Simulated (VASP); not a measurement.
Here is a VASP 6.6.1 calculation.

INCAR

```
SYSTEM = ZnSe
  PREC = Accurate
  ENCUT = 520
  EDIFF = 1E-6
  ISMEAR = -1
  SIGMA = 0.02
  LREAL = .FALSE.
  LASPH = .TRUE.
  NELM = 80
  ALGO = Normal
  ISIF = 2
  LWAVE = .FALSE.
  LCHARG = .TRUE.
  GGA = PS
  LELF = .TRUE.
  LVHAR = .TRUE.
  NBANDS = 16
```

The input KPOINTS:

```
Automatic mesh
0
G
  6 6 6
  0 0 0
```

The input POSCAR:

```
ZnSe
1.0
    3.3251530431      0.0000000000      0.0000000000
    0.0000000000      3.3251530431      0.0000000000
    0.0000000000      0.0000000000      3.3251530431
Zn Se
1 1
Direct
    0.0000000000      0.0000000000      0.0000000000
    0.5000000000      0.5000000000      0.5000000000
```

Potentials or basis: VASP PAW PBE potentials, release 64 (Zn, Se).

Run with:

```sh
$ cat potpaw_PBE.64/Zn/POTCAR potpaw_PBE.64/Se/POTCAR > POTCAR
$ mpirun -np 1 vasp_std > vasp.out
```

**Question.** What does it give for the band gap on the k mesh?

**Answer.** Zero (band 9 reaches 4.31 eV, above the bottom of band 10 at 2.76 eV).

**Question.** What does it give for the pressure?

**Answer.** -2.9 GPa.

Caveat: the PAW data sets were made with another functional, which shifts forces and pressure a little.
